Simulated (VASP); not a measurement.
# Y (Pm-3n) in VASP: single point with PBE

Aim: the single point of Y with PBE.

Everything below comes from runs of VASP 6.6.1. Logs are shortened: lines on timing, memory, paths and dates and some standing lists are left out, and cuts for length are marked.

## Step 1: The cell of the first run

It takes space group Pm-3n (No. 223, cubic). Conventional cell: a = 6.474 Å, b = 6.474 Å, c = 6.474 Å, α = 90.00°, β = 90.00°, γ = 90.00°. Y (site symmetry m-3) has 12 Y at 3.62 Å within 4.8 Å. Y (site symmetry -4m2) has 14 Y at 3.24 to 3.96 Å within 4.3 Å.

## Step 2: Single point, PBE

File INCAR:

```
SYSTEM = Y
ALGO = Normal
EDIFF = 1E-6
ENCUT = 520
GGA = PE
ISIF = 2
ISMEAR = -1
LASPH = .TRUE.
LCHARG = .FALSE.
LREAL = .FALSE.
LWAVE = .FALSE.
NBANDS = 54
NELM = 80
PREC = Accurate
SIGMA = 0.1
```

File KPOINTS:

```
k-points
0
G
  5 5 5
  0 0 0
```

File POSCAR:

```
Y
1.0
    6.4741380565      0.0000000000      0.0000000000
    0.0000000000      6.4741380565      0.0000000000
    0.0000000000      0.0000000000      6.4741380565
Y
8
Direct
    1.0000000000      0.0000000000      1.0000000000
    0.5000000000      0.5000000000      0.5000000000
    0.2500000000      1.0000000000      0.5000000000
    0.7500000000      1.0000000000      0.5000000000
    0.5000000000      0.2500000000      1.0000000000
    0.5000000000      0.7500000000      1.0000000000
    0.0000000000      0.5000000000      0.2500000000
    0.0000000000      0.5000000000      0.7500000000
```

Potentials or basis: VASP PAW PBE potentials, release 64 (Y_sv).

The run is started by

```
cat potpaw_PBE.64/Y_sv/POTCAR > POTCAR
mpirun -np 1 vasp_std > vasp.out
```

OUTCAR:

```text
SYSTEM = Y
   EDIFF = 1E-6
   ENCUT = 520
   GGA = PE
   ISIF = 2
   ISMEAR = -1
   LASPH = .TRUE.
   LREAL = .FALSE.
   NELM = 80
   PREC = Accurate

 ion  position               nearest neighbor table
   1  0.000  0.000  0.000-   3 3.62   4 3.62   5 3.62   6 3.62   7 3.62   8 3.62   3 3.62   4 3.62
                             7 3.62   8 3.62   5 3.62   6 3.62
   2  0.500  0.500  0.500-   3 3.62   4 3.62   5 3.62   6 3.62   7 3.62   8 3.62   5 3.62   6 3.62
                             3 3.62   4 3.62   7 3.62   8 3.62
   3  0.250  0.000  0.500-   4 3.24   4 3.24   1 3.62   1 3.62   2 3.62   2 3.62   8 3.96   5 3.96
                             5 3.96   6 3.96   6 3.96   7 3.96   8 3.96   7 3.96
   4  0.750  0.000  0.500-   3 3.24   3 3.24   1 3.62   1 3.62   2 3.62   2 3.62   8 3.96   5 3.96
                             5 3.96   6 3.96   6 3.96   7 3.96   8 3.96   7 3.96
   5  0.500  0.250  0.000-   6 3.24   6 3.24   1 3.62   2 3.62   2 3.62   1 3.62   8 3.96   4 3.96
                             3 3.96   4 3.96   3 3.96   7 3.96   7 3.96   8 3.96
   6  0.500  0.750  0.000-   5 3.24   5 3.24   1 3.62   2 3.62   2 3.62   1 3.62   8 3.96   4 3.96
                             3 3.96   4 3.96   3 3.96   7 3.96   7 3.96   8 3.96
   7  0.000  0.500  0.250-   8 3.24   8 3.24   1 3.62   2 3.62   1 3.62   2 3.62   3 3.96   4 3.96
                             5 3.96   3 3.96   4 3.96   6 3.96   5 3.96   6 3.96
   8  0.000  0.500  0.750-   7 3.24   7 3.24   1 3.62   2 3.62   1 3.62   2 3.62   3 3.96   4 3.96
                             5 3.96   3 3.96   4 3.96   6 3.96   5 3.96   6 3.96

  LATTYP: Found a simple cubic cell.
 ALAT       =     6.4741380565

  Lattice vectors:

 A1 = (   6.4741380565,   0.0000000000,   0.0000000000)
 A2 = (   0.0000000000,   6.4741380565,   0.0000000000)
 A3 = (   0.0000000000,   0.0000000000,   6.4741380565)

Analysis of symmetry for initial positions (statically):
=====================================================================
 Subroutine PRICEL returns:
 Original cell was already a primitive cell.

 Routine SETGRP: Setting up the symmetry group for a
 simple cubic supercell.

 Subroutine GETGRP returns: Found 48 space group operations
 (whereof 24 operations were pure point group operations)
 out of a pool of 48 trial point group operations.

The static configuration has the point symmetry T_h .
 The point group associated with its full space group is O_h .

Analysis of symmetry for dynamics (positions and initial velocities):
=====================================================================
 Subroutine PRICEL returns:
 Original cell was already a primitive cell.

[... 111 lines left out ...]
   ISIF   =      2    stress and relaxation
   ISYM   =      2    0-nonsym 1-usesym 2-fastsym
   POTIM  = 0.5000    time-step for ionic-motion
   TEBEG  =    0.0;   TEEND  =   0.0 temperature during run
   PSTRESS=    0.0 pullay stress
   NELECT =      88.0000    total number of electrons
   NUPDOWN=      -1.0000    fix difference up-down
   EMIN   =  10.00;   EMAX   =-10.00  energy-range for DOS
   EFERMI =   0.00;   METHOD = LEGACY
   ISMEAR =    -1;   SIGMA  =   0.10  broadening in eV -4-tet -1-fermi 0-gaus
   EFERMI_NEDOS =   21; number of points for ismear=-14 and -15
   IALGO  =     38    algorithm
   IMIX   =      4    mixing-type and parameters
     AMIX     =   0.40;   BMIX     =  1.00
     AMIX_MAG =   1.60;   BMIX_MAG =  1.00
  volume/ion in A,a.u.               =      33.92       228.90
  Fermi-wavevector in a.u.,A,eV,Ry     =   1.124744  2.125458 17.212044  1.265050
  Thomas-Fermi vector in A             =   2.261418
   LORBIT       =      0    0 simple, 1 ext, 2 COOP (PROOUT), +10 PAW based schemes
   GGA     = PE    functional components
   LHFCALC =     F    Hartree Fock is set to
   AEXX    =    0.0000 exact exchange contribution
   IVDW    =     0    specifies the selected vdW correction
   LEPSILON=     F    determine dielectric tensor
   LRPA    =     F    only Hartree local field effects (RPA)
 non-spin polarized calculation
  energy-cutoff  :      520.00
  volume of cell :      271.36
 maximum number of plane-waves:      7343
   NGX = 25   NGY = 25   NGZ = 25

 number of electron      87.9999990 magnetization

 Free energy of the ion-electron system (eV)
  ---------------------------------------------------
  ext. energy  EPLUGINS =         0.00000000
  ---------------------------------------------------
  free energy    TOTEN  =       -49.81732742 eV

  energy without entropy =      -49.01408699  energy(sigma->0) =      -49.41570721

 E-fermi :   2.9320     XC(G=0):  -9.2935

 val. band max:        2.9205621586   @ k =   0.4000   0.0000   0.0000
 cond. band min:       2.9355669170   @ k =   0.2000   0.2000   0.0000
 fundamental gap:      0.0150047585
 Fermi energy:         2.9319589374

 k-point     1 :       0.0000    0.0000    0.0000
  band No.  band energies     occupation
      1     -39.9182      2.00000
      2     -39.8939      2.00000
      3     -39.8939      2.00000
      4     -39.8278      2.00000
      5     -39.8278      2.00000
      6     -39.8278      2.00000
[... 559 lines left out ...]
     53       3.8467      0.00021
     54       3.8869      0.00014

------------------------ aborting loop because EDIFF is reached ----------------------------------------

  FORCE on cell =-STRESS in cart. coord.  units (eV):
  Direction    XX          YY          ZZ          XY          YZ          ZX
  --------------------------------------------------------------------------------------
  -------------------------------------------------------------------------------------
  Total       -0.2273038     -0.2273038     -0.2273038      0.0000000      0.0000000      0.0000000
  in kB       -1.3420585     -1.3420585     -1.3420585      0.0000000      0.0000000      0.0000000
  external PRESSURE =      -1.3420585 kB  Pullay stress =       0.0000000 kB

 VOLUME and BASIS-vectors are now :
 -----------------------------------------------------------------------------
  energy-cutoff  :      520.00
  volume of cell :      271.36
      direct lattice vectors                 reciprocal lattice vectors
     6.474138057  0.000000000  0.000000000     0.154460716  0.000000000  0.000000000
     0.000000000  6.474138057  0.000000000     0.000000000  0.154460716  0.000000000
     0.000000000  0.000000000  6.474138057     0.000000000  0.000000000  0.154460716

 POSITION                                       TOTAL-FORCE (eV/Angst)
 -----------------------------------------------------------------------------------
      0.00000      0.00000      0.00000        -0.000000      0.000000      0.000000
      3.23707      3.23707      3.23707        -0.000000      0.000000      0.000000
      1.61853      0.00000      3.23707         0.000000     -0.000000     -0.000000
      4.85560      0.00000      3.23707        -0.000000     -0.000000      0.000000
      3.23707      1.61853      0.00000         0.000000     -0.000000      0.000000
      3.23707      4.85560      0.00000        -0.000000      0.000000     -0.000000
      0.00000      3.23707      1.61853         0.000000      0.000000      0.000000
      0.00000      3.23707      4.85560        -0.000000     -0.000000     -0.000000
 -----------------------------------------------------------------------------------
    total drift:                                0.000000     -0.000000      0.000000

  FREE ENERGIE OF THE ION-ELECTRON SYSTEM (eV)
  ---------------------------------------------------
  free  energy   TOTEN  =       -49.8173274224 eV

  energy  without entropy=      -49.0140869902  energy(sigma->0) =      -49.41570721
```

OSZICAR:

```text
N       E                     dE             d eps       ncg     rms          rms(c)
DAV:   1     0.522002638124E+03    0.52200E+03   -0.43652E+04  1080   0.155E+03
DAV:   2     0.504481939385E+01   -0.51696E+03   -0.50481E+03  1224   0.389E+02
DAV:   3    -0.440466305193E+02   -0.49091E+02   -0.47426E+02  1584   0.672E+01
DAV:   4    -0.509483647005E+02   -0.69017E+01   -0.67628E+01  1730   0.240E+01
DAV:   5    -0.513801536084E+02   -0.43179E+00   -0.42727E+00  1456   0.495E+00    0.667E+01
DAV:   6    -0.500465931593E+02    0.13336E+01   -0.21076E+00  1232   0.576E+00    0.403E+01
DAV:   7    -0.498451175393E+02    0.20148E+00   -0.31879E+00  1344   0.643E+00    0.302E+00
DAV:   8    -0.498185898863E+02    0.26528E-01   -0.70244E-01  1292   0.278E+00    0.109E+00
DAV:   9    -0.498175658863E+02    0.10240E-02   -0.30235E-02  1416   0.652E-01    0.688E-01
DAV:  10    -0.498172726241E+02    0.29326E-03   -0.37330E-03  1400   0.301E-01    0.357E-01
DAV:  11    -0.498173341774E+02   -0.61553E-04   -0.43709E-04  1576   0.105E-01    0.962E-02
DAV:  12    -0.498173270179E+02    0.71594E-05   -0.62526E-05  1312   0.382E-02    0.244E-02
DAV:  13    -0.498173274224E+02   -0.40446E-06   -0.60186E-06  1088   0.838E-03
   1 F= -.49817327E+02 E0= -.49415707E+02  d E =-.803240E+00
```

Wall time 3.1 min (1 thread of AMD EPYC 7R43 (Zen 3), shared host); peak memory 0.33 GiB.

Results:

```
Free energy            : -49.8173 eV
Pressure               : -0.1 GPa
Band gap on the k mesh : zero (bands 44 and 45 overlap by 0.46 eV)
```
